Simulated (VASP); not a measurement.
Al8N: single point with PBE

Slab: Al8N, a slab with vacuum.

```
Al N
1.0
     2.85432    0.00000    0.00000
    -1.42716    2.47192    0.00000
     0.00000    0.00000   33.47606
Al N
8 1
Direct
  0.33333 0.66667 0.11949
  0.00000 0.00000 0.18956
  0.66667 0.33333 0.25964
  0.00000 0.00000 0.32971
  0.33333 0.66667 0.39922
  0.00000 0.00000 0.46965
  0.66667 0.33333 0.54010
  0.00000 0.00000 0.61166
  0.33333 0.66667 0.67350
```

| Property | Result |
| --- | --- |
| Program | VASP 6.6.1 |
| Task | single point |
| Functional | PBE |
| Potentials or basis | VASP PAW PBE potentials, release 64 (Al, N) |
| Cutoff | 520 eV |
| k mesh | 9 × 9 × 1 |
| Occupations | gaussian, width 0.1 eV |
| Spin | no spin polarisation |

```
Largest force : 2.733 eV/Å
```

Forces in eV/Å, atoms in the order of the input:
```
Al   0.000  0.000 -0.119
Al   0.000  0.000  0.031
Al   0.000  0.000  0.033
Al   0.000  0.000 -0.052
Al   0.000  0.000  0.217
Al   0.000  0.000 -0.173
Al   0.000  0.000  0.188
Al   0.000  0.000  2.609
N    0.000  0.000 -2.733
```

Levels at points of the mesh, in eV from the Fermi level:
| k point | band 11 | band 12 | band 13 | band 14 | band 15 | band 16 |
| --- | --- | --- | --- | --- | --- | --- |
| (0.00, 0.00, 0.00) | -2.45 | -1.09 | 0.34 | 1.24 | 1.24 | 1.90 |

Run time: 5.7 min on 1 thread of AMD EPYC 7R43 64-Core Processor (Zen 3) (shared host), peak memory 0.31 GiB.
